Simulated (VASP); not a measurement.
Here is a VASP 6.6.1 calculation.

The input POSCAR:

```
K
1.0
    0.0000000000      3.3918728180      3.3918728180
    3.3918728180      0.0000000000      3.3918728180
    3.3918728180      3.3918728180      0.0000000000
K
1
Direct
    0.0000000000      0.0000000000      0.0000000000
```

Contents of INCAR.step1:

```
ALGO = Normal ; EDIFF = 1E-4
ENCUT = 600 ; GGA = PE
ISMEAR = -1 ; LASPH = True
LCHARG = False ; LREAL = False
LWAVE = True ; NELM = 80
PREC = Accurate ; SIGMA = 0.05
```

File INCAR.step2:

```
ALGO = Normal ; EDIFF = 1E-6
EDIFFG = -0.01 ; ENCUT = 600
IBRION = 2 ; ISIF = 3
ISMEAR = -1 ; ISTART = 1
LASPH = True ; LCHARG = False
LMIXTAU = True ; LREAL = False
LWAVE = False ; METAGGA = R2SCAN
NELM = 80 ; NSW = 60
PREC = Accurate ; SIGMA = 0.05
```

The input KPOINTS:

```
k-points
0
Gamma
  7 7 7
```

Potentials or basis: VASP PAW PBE potentials, release 64 (K_sv).

Command:

```console
$ cat potpaw_PBE.64/K_sv/POTCAR > POTCAR
$ cp INCAR.step1 INCAR
$ mpirun -np 1 vasp_std > vasp.out
$ cp INCAR.step2 INCAR
$ mpirun -np 1 vasp_std > vasp.out
```

(1) Estimate the relaxed cell.

(2) Estimate the space group after relaxing (to 0.1 Å).

(3) Predict the band gap on the k mesh.

Answers

(1) a = 4.771 Å, b = 4.771 Å, c = 4.771 Å, α = 60.00°, β = 60.00°, γ = 60.00°.

(2) Fm-3m (No. 225).

(3) zero (an odd number of electrons rules out a gap without spin polarisation).
